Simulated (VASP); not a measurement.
# BeS: single point with PBE

BeS:

```
CELL_PARAMETERS angstrom
3.46216 0.00000 0.00000
-1.73108 2.99832 0.00000
0.00000 0.00000 6.99243
ATOMIC_POSITIONS crystal
Be 0.33333 0.66667 0.25000
Be 0.66667 0.33333 0.75000
S 0.66667 0.33333 0.25000
S 0.33333 0.66667 0.75000
```

```
Program                : VASP 6.6.1
Task                   : single point
Functional             : PBE
Potentials or basis    : VASP PAW PBE potentials, release 64 (Be, S)
Cutoff                 : 520 eV
k mesh                 : 6 × 6 × 4
Occupations            : gaussian, width 0.01 eV
Spin                   : no spin polarisation
Dipole correction      : no
Further INCAR settings : ALGO = Normal; EDIFF = 1e-06; NBANDS = 16
```

```json
{
 "Pressure": "0.5 GPa",
 "Band gap on the k mesh": "3.99 eV (least direct gap 4.14 eV)"
}
```

Levels at points of the mesh, in eV from the valence-band top:
```
           k point  band 4  band 5  band 6  band 7  band 8  band 9  band 10  band 11  band 12  band 13
(0.00, 0.00, 0.00)   -0.79   -0.79   -0.61   -0.60   -0.60    4.90     6.25     6.25     6.25     6.62
(0.50, 0.00, 0.00)   -4.51   -2.22   -1.95   -1.23   -0.11    4.22     4.99     5.52     5.69     9.33
(0.00, 0.00, 0.50)   -2.27   -0.70   -0.70   -0.70   -0.70    6.28     6.28     6.42     6.42     6.42
(0.50, 0.00, 0.50)   -4.67   -2.09   -2.09   -0.49   -0.49    4.18     4.18     5.35     5.35    10.92
```

It took 28 s on 1 thread of AMD EPYC 7R43 64-Core Processor (Zen 3), with other jobs on the host, peak memory 0.16 GiB.

A k mesh can miss the band edges.
